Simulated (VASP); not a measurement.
RbBr:

```
CELL_PARAMETERS angstrom
4.77109 0.00000 0.00000
-2.38554 4.13188 0.00000
0.00000 0.00000 8.41015
ATOMIC_POSITIONS crystal
Rb 0.00000 0.00000 0.00000
Rb 0.00000 0.00000 0.50000
Br 0.33333 0.66667 0.25000
Br 0.66667 0.33333 0.75000
```

Base run:

| Item | Value |
| --- | --- |
| Program | VASP 6.6.1 |
| Functional | r2SCAN |
| Potentials or basis | VASP PAW PBE potentials, release 64 (Rb_sv, Br) |
| Cutoff | 520 eV |
| k mesh | 6 × 6 × 2 |
| Occupations | gaussian, width 0.01 eV |
| Spin | no spin polarisation |

Its results: band gap on the k mesh 4.84 eV, direct; pressure 0.0 GPa.

**Question.** The run is repeated on the same cell with these changes: functional from r2SCAN to PBE. What comes out?

**Answer.** Band gap on the k mesh 4.23 eV, direct; pressure 0.6 GPa.

r2SCAN gives the wider gap, since meta-GGAs in the generalised Kohn-Sham scheme recover part of the derivative discontinuity.

Caveats: the PAW data sets were made with another functional, which shifts forces and pressure a little (some runs).

